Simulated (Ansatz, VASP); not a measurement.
**V: VASP beside Ansatz**

The input INCAR:

```
  ALGO = Fast
  EDIFF = 1E-6
  ENCUT = 520
  GGA = PE
  ISIF = 2
  ISMEAR = 0
  LASPH = T
  LCHARG = F
  LREAL = F
  LWAVE = F
  NBANDS = 12
  NELM = 100
  PREC = Accurate
  SIGMA = 0.1
```

Contents of KPOINTS:

```
k-points
0
Gamma
  20 20 20
```

POSCAR

```
V
1.0
   -1.5134493476      1.5134493476      1.5134493476
    1.5134493476     -1.5134493476      1.5134493476
    1.5134493476      1.5134493476     -1.5134493476
V
1
Direct
    0.0000000000      0.0000000000      0.0000000000
```

Input for Ansatz:

```yaml
crystal:
  lattice:
    - [-1.5134493476, 1.5134493476, 1.5134493476]
    - [1.5134493476, -1.5134493476, 1.5134493476]
    - [1.5134493476, 1.5134493476, -1.5134493476]
  atoms:
    - { symbol: V, position: [0.0, 0.0, 0.0] }
basis:
  ecutwfc: 420
kpoints:
  mp_grid: { grid: [20, 20, 20] }
hamiltonian:
  xc: pbe
scf:
  occupations: { method: gaussian, width: 0.1 }
output:
  forces: true
  stress: true
  eigenvalues: true
```

Alike in both runs: task single point; functional PBE; k mesh 20 × 20 × 20; occupations gaussian, width 0.1 eV; no spin polarisation.

```csv
,VASP,Ansatz
version,VASP 6.6.1,Ansatz 0.2.0
potentials or method,"VASP PAW PBE potentials, release 64 (V_sv), cutoff 520 eV","scalar-relativistic, plane waves, PAW"
valence electrons in the cell,13,13
```

Ansatz gave:

* gap on the k mesh at the Fermi level (eV): none
* pressure (GPa): -5.1

Q: Which values does VASP return?

A: gap on the k mesh at the Fermi level (eV): none; pressure (GPa): -4.9.

A gap of «none» marks a metal or a gap that the smearing closes.
